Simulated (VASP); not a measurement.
Set up this calculation in VASP 6.6.1, as the native input.

```yaml
Task: electric field gradients
Functional: PBEsol
Potentials_or_basis: VASP PAW PBE potentials, release 64 (K_sv, I)
Cutoff: 520 eV
k_mesh: 8 × 8 × 8
Occupations: fermi-dirac, width 0.01 eV
Spin: no spin polarisation
Dipole_correction: no
Further_INCAR_settings: ALGO = Normal; EDIFF = 1e-08; NBANDS = 15
```

The structure of KI lies in POSCAR:

```
KI
1.0
    0.0352455000      3.5421727500      3.5421727500
    3.5421727500      0.0352455000      3.5421727500
    3.5421727500      3.5421727500      0.0352455000
K I
1 1
Direct
    0.0000000000      0.0000000000      0.0000000000
    0.5000000000      0.5000000000      0.5000000000
```

This cell differs from its parent crystal: equal xy, yz and zx shear strains of +1 %.

These files were run (other wordings do the same):

INCAR

```
PREC = Accurate
ENCUT = 520
EDIFF = 1E-8
ISMEAR = -1
SIGMA = 0.01
LREAL = F
LASPH = T
NELM = 100
ALGO = Normal
ISIF = 2
LWAVE = F
LCHARG = F
GGA = PS
LEFG = T
NBANDS = 15
```

KPOINTS

```
regular mesh
0
Gamma
  8 8 8
```

Potentials or basis: VASP PAW PBE potentials, release 64 (K_sv, I).

Run with:

```sh
$ cat potpaw_PBE.64/K_sv/POTCAR potpaw_PBE.64/I/POTCAR > POTCAR
$ mpirun -np 1 vasp_std > vasp.out
```

Results of the run:

```yaml
Pressure: -0.2 GPa
Band_gap_on_the_k_mesh: 3.81 eV, direct
```

Caveat: the cell differs from its parent crystal (equal xy, yz and zx shear strains of +1 %); without QUAD_EFG the Cq values of the log hold for a quadrupole moment of 1 mb, not for the nuclei; the PAW data sets were made with another functional, which shifts forces and pressure a little; spin-orbit coupling is left out, which moves the levels of the heavy elements.

Wall time 110 s on 1 thread of Intel(R) Xeon(R) Platinum 8259CL CPU @ 2.50GHz (Skylake/Cascade Lake), on a shared host, peak memory 0.28 GiB.
